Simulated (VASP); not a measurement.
# Sn2S (Fm-3m) in VASP: a series of runs

The runs below take Sn2S through single point, relaxation of cell and atoms, with PBE.

All numbers are computed with VASP 6.6.1; they aren't measurements. Logs are shortened: lines on timing, memory, paths and dates and some standing lists are left out, and cuts for length are marked.

**1. The cell of the first run**

Symmetry: Fm-3m, No. 225, cubic system. The conventional cell has a = 6.950 Å, b = 6.950 Å, c = 6.950 Å, α = 90.00°, β = 90.00°, γ = 90.00°. Within 4.0 Å of Sn (site symmetry -43m) lie 4 S at 3.01 Å and 6 Sn at 3.48 Å. Within 4.0 Å of S (site symmetry m-3m) lie 8 Sn at 3.01 Å.

**2. Single point, PBE**

The input, INCAR:

```
PREC = Accurate
ENCUT = 520
EDIFF = 1E-6
ISMEAR = 0
SIGMA = 0.1
LREAL = False
LASPH = True
NELM = 60
ALGO = Normal
ISIF = 2
LWAVE = False
LCHARG = True
GGA = PE
LELF = True
LVHAR = True
NBANDS = 24
```

The input, KPOINTS:

```
Automatic mesh
0
Gamma
  4 4 4
```

The input, POSCAR:

```
Sn2S
1.0
    0.0000000000      3.4752287323      3.4752287323
    3.4752287323      0.0000000000      3.4752287323
    3.4752287323      3.4752287323      0.0000000000
Sn S
2 1
Direct
    0.2500000000      0.2500000000      0.2500000000
    0.7500000000      0.7500000000      0.7500000000
    0.0000000000      0.0000000000      0.0000000000
```

Potentials or basis: VASP PAW PBE potentials, release 64 (Sn_d, S).

Launch:

```console
cat potpaw_PBE.64/Sn_d/POTCAR potpaw_PBE.64/S/POTCAR > POTCAR
mpirun -np 1 vasp_std > vasp.out
```

OUTCAR:

```text
PREC = Accurate
   ENCUT = 520
   EDIFF = 1E-6
   ISMEAR = 0
   LREAL = False
   LASPH = True
   NELM = 60
   ISIF = 2
   GGA = PE

 ion  position               nearest neighbor table
   1  0.250  0.250  0.250-   3 3.01   3 3.01   3 3.01   3 3.01   2 3.48   2 3.48   2 3.48   2 3.48
                             2 3.48   2 3.48
   2  0.750  0.750  0.750-   3 3.01   3 3.01   3 3.01   3 3.01   1 3.48   1 3.48   1 3.48   1 3.48
                             1 3.48   1 3.48
   3  0.000  0.000  0.000-   2 3.01   2 3.01   2 3.01   1 3.01   2 3.01   1 3.01   1 3.01   1 3.01

  LATTYP: Found a face centered cubic cell.
 ALAT       =     6.9504574646

  Lattice vectors:

 A1 = (   0.0000000000,   3.4752287323,   3.4752287323)
 A2 = (   3.4752287323,   0.0000000000,   3.4752287323)
 A3 = (   3.4752287323,   3.4752287323,   0.0000000000)

Analysis of symmetry for initial positions (statically):
=====================================================================
 Subroutine PRICEL returns:
 Original cell was already a primitive cell.

 Routine SETGRP: Setting up the symmetry group for a
 face centered cubic supercell.

 Subroutine GETGRP returns: Found 48 space group operations
 (whereof 48 operations were pure point group operations)
 out of a pool of 48 trial point group operations.

The static configuration has the point symmetry O_h .

Analysis of symmetry for dynamics (positions and initial velocities):
=====================================================================
 Subroutine PRICEL returns:
 Original cell was already a primitive cell.

 Routine SETGRP: Setting up the symmetry group for a
 face centered cubic supercell.

 Subroutine GETGRP returns: Found 48 space group operations
 (whereof 48 operations were pure point group operations)
 out of a pool of 48 trial point group operations.

The dynamic configuration has the point symmetry O_h .

 Subroutine INISYM returns: Found 48 space group operations
 (whereof 48 operations are pure point group operations),
 and found     1 'primitive' translations

----------------------------------------------------------------------------------------

                                     Primitive cell

  volume of cell :      83.9422

  direct lattice vectors                    reciprocal lattice vectors
[... 69 lines left out ...]
   LASPH  =      T    aspherical Exc in radial PAW
   ENCUT  =  520.0 eV  38.22 Ry    6.18 a.u.   9.14  9.14  9.14*2*pi/ulx,y,z
   NELM   =     60;   NELMIN=  2; NELMDL= -5     # of ELM steps
   EDIFF  = 0.1E-05   stopping-criterion for ELM
   LREAL  =      F    real-space projection
   EDIFFG = 0.1E-04   stopping-criterion for IOM
   NSW    =      0    number of steps for IOM
   IBRION =     -1    ionic relax: 0-MD 1-quasi-New 2-CG
   NFREE  =      0    steps in history (QN), initial steepest desc. (CG)
   ISIF   =      2    stress and relaxation
   ISYM   =      2    0-nonsym 1-usesym 2-fastsym
   POTIM  = 0.5000    time-step for ionic-motion
   TEBEG  =    0.0;   TEEND  =   0.0 temperature during run
   PSTRESS=    0.0 pullay stress
   NELECT =      34.0000    total number of electrons
   NUPDOWN=      -1.0000    fix difference up-down
   EMIN   =  10.00;   EMAX   =-10.00  energy-range for DOS
   EFERMI =   0.00;   METHOD = LEGACY
   ISMEAR =     0;   SIGMA  =   0.10  broadening in eV -4-tet -1-fermi 0-gaus
   EFERMI_NEDOS =   21; number of points for ismear=-14 and -15
   IALGO  =     38    algorithm
   IMIX   =      4    mixing-type and parameters
     AMIX     =   0.40;   BMIX     =  1.00
     AMIX_MAG =   1.60;   BMIX_MAG =  1.00
  volume/ion in A,a.u.               =      27.98       188.82
  Fermi-wavevector in a.u.,A,eV,Ry     =   1.211270  2.288969 19.962139  1.467176
  Thomas-Fermi vector in A             =   2.346791
   LORBIT       =      0    0 simple, 1 ext, 2 COOP (PROOUT), +10 PAW based schemes
   GGA     = PE    functional components
   LHFCALC =     F    Hartree Fock is set to
   AEXX    =    0.0000 exact exchange contribution
   IVDW    =     0    specifies the selected vdW correction
   LEPSILON=     F    determine dielectric tensor
   LRPA    =     F    only Hartree local field effects (RPA)
 non-spin polarized calculation
 Gauss-broadening in eV      SIGMA  =   0.10
  energy-cutoff  :      520.00
  volume of cell :       83.94
 maximum number of plane-waves:      2276
 NGX is ok and might be reduce to    40
   NGX = 19   NGY = 19   NGZ = 19

 number of electron      33.9999992 magnetization

 Free energy of the ion-electron system (eV)
  ---------------------------------------------------
  ext. energy  EPLUGINS =         0.00000000
  ---------------------------------------------------
  free energy    TOTEN  =       -11.15290824 eV

  energy without entropy =      -11.14047427  energy(sigma->0) =      -11.14669125

 E-fermi :   6.2656     XC(G=0):  -9.5335

 val. band max:        6.1008188375   @ k =   0.5000   0.0000   0.0000
 cond. band min:       6.3163514556   @ k =  -0.2500   0.2500   0.0000
 fundamental gap:      0.2155326181
 Fermi energy:         6.2655503967

 k-point     1 :       0.0000    0.0000    0.0000
  band No.  band energies     occupation
      1     -15.5206      2.00000
      2     -15.5206      2.00000
      3     -15.4687      2.00000
      4     -15.4687      2.00000
      5     -15.4687      2.00000
      6     -15.3993      2.00000
[... 205 lines left out ...]
     23      13.1181      0.00000
     24      13.1553      0.00000

------------------------ aborting loop because EDIFF is reached ----------------------------------------

  FORCE on cell =-STRESS in cart. coord.  units (eV):
  Direction    XX          YY          ZZ          XY          YZ          ZX
  --------------------------------------------------------------------------------------
  -------------------------------------------------------------------------------------
  Total        0.0835132      0.0835132      0.0835132     -0.0000000      0.0000000      0.0000000
  in kB        1.5939888      1.5939888      1.5939888     -0.0000000      0.0000000      0.0000000
  external PRESSURE =       1.5939888 kB  Pullay stress =       0.0000000 kB

 VOLUME and BASIS-vectors are now :
 -----------------------------------------------------------------------------
  energy-cutoff  :      520.00
  volume of cell :       83.94
      direct lattice vectors                 reciprocal lattice vectors
     0.000000000  3.475228732  3.475228732    -0.143875422  0.143875422  0.143875422
     3.475228732  0.000000000  3.475228732     0.143875422 -0.143875422  0.143875422
     3.475228732  3.475228732  0.000000000     0.143875422  0.143875422 -0.143875422

 POSITION                                       TOTAL-FORCE (eV/Angst)
 -----------------------------------------------------------------------------------
      1.73761      1.73761      1.73761         0.000000      0.000000      0.000000
      5.21284      5.21284      5.21284        -0.000000     -0.000000     -0.000000
      0.00000      0.00000      0.00000         0.000000      0.000000     -0.000000
 -----------------------------------------------------------------------------------
    total drift:                               -0.000000     -0.000000      0.000000

  FREE ENERGIE OF THE ION-ELECTRON SYSTEM (eV)
  ---------------------------------------------------
  free  energy   TOTEN  =       -11.1529082368 eV

  energy  without entropy=      -11.1404742683  energy(sigma->0) =      -11.14669125
```

stdout:

```text
POSCAR found type information on POSCAR SnS
 POSCAR found :  2 types and       3 ions
 scaLAPACK will be used
 LDA part: xc-table for (Slater+PW92), standard interpolation
 POSCAR, INCAR and KPOINTS ok, starting setup
 FFT: planning ... GRIDC
 FFT: planning ... GRID_SOFT
 FFT: planning ... GRID
 WAVECAR not read
 entering main loop
```

Run time: 42 s. Hardware: 1 thread of Intel Xeon Platinum 8259CL at 2.50GHz (Skylake/Cascade Lake), shared host; peak memory 0.23 GiB.

Results:

| Property | Result |
| --- | --- |
| Free energy | -11.1529 eV |
| Pressure | 0.2 GPa |
| Band gap on the k mesh | zero (bands 17 and 18 overlap by 1.31 eV) |

Levels at points of the mesh, in eV from the Fermi level:
```
           k point  band 15  band 16  band 17  band 18  band 19  band 20
(0.00, 0.00, 0.00)    -3.45    -3.45    -1.00    -1.00    -1.00     3.58
(0.50, 0.00, 0.00)    -4.01    -1.04    -0.16    -0.16     1.54     2.52
(0.50, 0.50, 0.00)    -4.89    -2.32    -0.42     1.96     1.96     3.93
```

Caveat: the k points lie up to 0.39 Å⁻¹ apart, too coarse for converged energies and pressures of a metal; spin-orbit coupling is left out, which moves the levels of the heavy elements.

**3. Relaxation of cell and atoms, PBE**

This run uses another cell than the first one, of 23.65 Å³/atom.

The input, INCAR:

```
ALGO     = Normal         # electronic algorithm
EDIFF    = 1E-7           # SCF threshold, eV
EDIFFG   = -0.04          # ionic threshold
ENCUT    = 600            # plane-wave cutoff, eV
GGA      = PE             # functional
IBRION   = 2              # ionic algorithm
ISIF     = 3              # what is computed and relaxed
ISMEAR   = 0              # smearing method
LASPH    = True           # aspherical terms in the spheres
LCHARG   = False          # write CHGCAR
LREAL    = False          # projectors in reciprocal space
LWAVE    = False          # write WAVECAR
NELM     = 100            # most SCF steps
NSW      = 90             # ionic steps
PREC     = Accurate       # precision mode
SIGMA    = 0.1            # smearing width, eV
```

The input, KPOINTS:

```
k-points
0
Gamma
  4 4 4
```

The input, POSCAR:

```
Sn2S
1.0
    0.0000000000      3.2858960473      3.2858960473
    3.2858960473      0.0000000000      3.2858960473
    3.2858960473      3.2858960473      0.0000000000
Sn S
2 1
Direct
    0.2500000000      0.2500000000      0.2500000000
    0.7500000000      0.7500000000      0.7500000000
    0.0000000000      0.0000000000      0.0000000000
```

Potentials or basis: VASP PAW PBE potentials, release 64 (Sn_d, S).

Launch:

```console
cat potpaw_PBE.64/Sn_d/POTCAR potpaw_PBE.64/S/POTCAR > POTCAR
mpirun -np 1 vasp_std > vasp.out
```

It took 1.8 min on 1 thread of Intel Xeon Platinum 8259CL at 2.50GHz (Skylake/Cascade Lake), shared host; peak memory 0.24 GiB.

It converged, with:

```
Free energy                           : -11.1504 eV
Relaxed volume                        : 28.07 Å³/atom
Relaxed cell                          : a = 4.920 Å, b = 4.920 Å, c = 4.920 Å, α = 60.00°, β = 60.00°, γ = 60.00°
Space group after relaxing (to 0.1 Å) : Fm-3m (No. 225)
Energy gained by relaxing             : 121.3 meV/atom
Ionic steps                           : 3
Pressure after relaxing               : 0.0 GPa
Band gap on the k mesh                : zero (bands 17 and 18 overlap by 1.30 eV)
```

Step by step:
```
step  energy change (eV)  largest force (eV/Å)  pressure (GPa)  volume (Å³)
   1              0.0000                0.0000            9.88        70.96
   2             -0.3524                0.0000           -1.27        87.01
   3             -0.3640                0.0000            0.00        84.22
```

Final structure:
```
Sn S
1.0
     0.00000    3.47909    3.47909
     3.47909    0.00000    3.47909
     3.47909    3.47909    0.00000
Sn S
2 1
Direct
  0.25000 0.25000 0.25000
  0.75000 0.75000 0.75000
  0.00000 0.00000 0.00000
```

Levels at points of the mesh, in eV from the Fermi level:
```
           k point  band 13  band 14  band 15  band 16  band 17  band 18  band 19  band 20  band 21
(0.00, 0.00, 0.00)    -3.91    -3.44    -3.44    -3.44    -1.00    -1.00    -1.00     3.57     3.57
(0.50, 0.00, 0.00)    -6.45    -4.00    -4.00    -1.06    -0.16    -0.16     1.54     2.50     3.00
(0.50, 0.50, 0.00)    -5.96    -4.88    -4.88    -2.31    -0.44     1.95     1.95     3.92     3.92
```

Caveat: the k points lie up to 0.39 Å⁻¹ apart in the final cell, too coarse for converged energies and pressures of a metal; the volume moved by over 15 % at a fixed basis, so the end points are rough; spin-orbit coupling is left out, which moves the levels of the heavy elements.
